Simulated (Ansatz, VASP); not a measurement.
# Al in VASP and in Ansatz

```
Al
1.0
     0.00000    1.99362    2.05434
     1.99362    0.00000    2.05434
     1.99362    1.99362    0.00000
Al
1
Direct
  0.00000 0.00000 0.00000
```

Change from the starting cell: strain -0.015 along x and y, +0.015 along z, atoms carried along.

Alike in both runs: task single point; functional PBEsol; dispersion D3(BJ); k mesh 20 × 20 × 20; occupations gaussian, width 0.15 eV; no spin polarisation.

```csv
,VASP,Ansatz
version,VASP 6.6.1,Ansatz 0.2.0
potentials or method,"VASP PAW PBE potentials, release 64 (Al), cutoff 520 eV","scalar-relativistic, plane waves, PAW"
valence electrons in the cell,3,3
```

|  | VASP | Ansatz | Ansatz less VASP |
| --- | --- | --- | --- |
| gap on the k mesh at the Fermi level (eV) | none | none | - |
| pressure (GPa) | -3.9 | -4.0 | -0.06 |
| traceless stress, the component that is largest in VASP (GPa) | -1.09 | -1.08 | +0.004 |

VASP's potentials were made for PBE, not for PBEsol. A gap of «none» marks a metal or a gap that the smearing closes.
